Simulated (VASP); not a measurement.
Wanted: the native input for a VASP 6.6.1 run.

| Property | Result |
| --- | --- |
| Task | single point |
| Functional | r2SCAN |
| Potentials or basis | VASP PAW PBE potentials, release 64 (Be, S) |
| Cutoff | 520 eV |
| k mesh | 6 × 6 × 6 |
| Occupations | methfessel-paxton, width 0.5 eV |
| Spin | no spin polarisation |
| Dipole correction | no |
| Further INCAR settings | ALGO = Normal; EDIFF = 1e-06; NBANDS = 11 |

BeS:

```xyz
2
Lattice="0.0000 2.3173 2.3173 2.3173 0.0000 2.3173 2.3173 2.3173 0.0000" Properties=species:S:1:pos:R:3 pbc="T T T"
Be    0.0000    0.0000    0.0000
S     2.3173    2.3173    2.3173
```

One way to write it, as run:

POSCAR

```
BeS
1.0
    0.0000000000      2.3172971951      2.3172971951
    2.3172971951      0.0000000000      2.3172971951
    2.3172971951      2.3172971951      0.0000000000
Be S
1 1
Direct
    0.0000000000      0.0000000000      0.0000000000
    0.5000000000      0.5000000000      0.5000000000
```

INCAR.step1

```
SYSTEM = BeS
  PREC = Accurate
  ENCUT = 520
  ISMEAR = 1
  SIGMA = 0.5
  LREAL = .False.
  LASPH = .True.
  NELM = 100
  NBANDS = 11
  GGA = PE
  ALGO = Normal
  EDIFF = 1E-4
  LWAVE = .True.
  LCHARG = .False.
```

INCAR.step2

```
SYSTEM = BeS
  PREC = Accurate
  ENCUT = 520
  EDIFF = 1E-6
  ISMEAR = 1
  SIGMA = 0.5
  LREAL = .False.
  LASPH = .True.
  NELM = 100
  ALGO = Normal
  ISIF = 2
  LWAVE = .False.
  LCHARG = .False.
  METAGGA = R2SCAN
  LMIXTAU = .True.
  NBANDS = 11
  ISTART = 1
```

KPOINTS

```
regular mesh
0
Gamma
  6 6 6
  0 0 0
```

Potentials or basis: VASP PAW PBE potentials, release 64 (Be, S).

Run with:

```sh
$ cat potpaw_PBE.64/Be/POTCAR potpaw_PBE.64/S/POTCAR > POTCAR
$ cp INCAR.step1 INCAR
$ mpirun -np 1 vasp_std > vasp.out
$ cp INCAR.step2 INCAR
$ mpirun -np 1 vasp_std > vasp.out
```

Results of the run:

```json
{
 "Pressure": "0.0 GPa",
 "Band gap on the k mesh": "1.35 eV, indirect (least direct gap 4.59 eV)"
}
```

Caveat: the PAW data sets were made with another functional, which shifts forces and pressure a little.

Wall time 12 s on 1 thread of Intel(R) Xeon(R) Platinum 8488C (Sapphire Rapids), with other jobs on the host, peak memory 0.13 GiB.
